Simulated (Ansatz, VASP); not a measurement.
## HfZrS3: VASP beside Ansatz

```
Zr Hf S
1.0
     3.48378    2.01136    3.21386
    -3.48378    2.01136    3.21386
     0.00000   -4.02272    3.21386
Zr Hf S
1 1 3
Direct
  0.55718 0.55718 0.55718
  0.85708 0.85708 0.85708
  0.55365 0.55365 0.05644
  0.55365 0.05644 0.55365
  0.05644 0.55365 0.55365
```

Change from the starting cell: species swapped into the CsHgCl3 type (R3m, No. 160).

Alike in both runs: functional PBE; k mesh 6 × 6 × 6; occupations gaussian, width 0.1 eV; no spin polarisation.

Ansatz relaxed the structure, and its values are those at the end. VASP's run is a single point on that final structure, the one shown.

```csv
,VASP,Ansatz
version,VASP 6.6.1,Ansatz 0.2.0
potentials or method,"VASP PAW PBE potentials, release 64 (Zr_sv, Hf_pv, S), cutoff 520 eV","scalar-relativistic, plane waves, PAW"
valence electrons in the cell,40,56
```

VASP gave:

* gap on the k mesh at the Fermi level (eV): none
* pressure (GPa): -0.2
* rms of the force components (eV/Å): 0.032

Question: Estimate Ansatz's values.

Answer: gap on the k mesh at the Fermi level (eV): none; pressure (GPa): 0.1; rms of the force components (eV/Å): 0.006.

A gap of «none» marks a metal or a gap that the smearing closes. VASP's potentials hold 40 valence electrons a cell and Ansatz's 56, so a difference there can come from the potentials and not from the codes.

Spin-orbit coupling is off throughout.
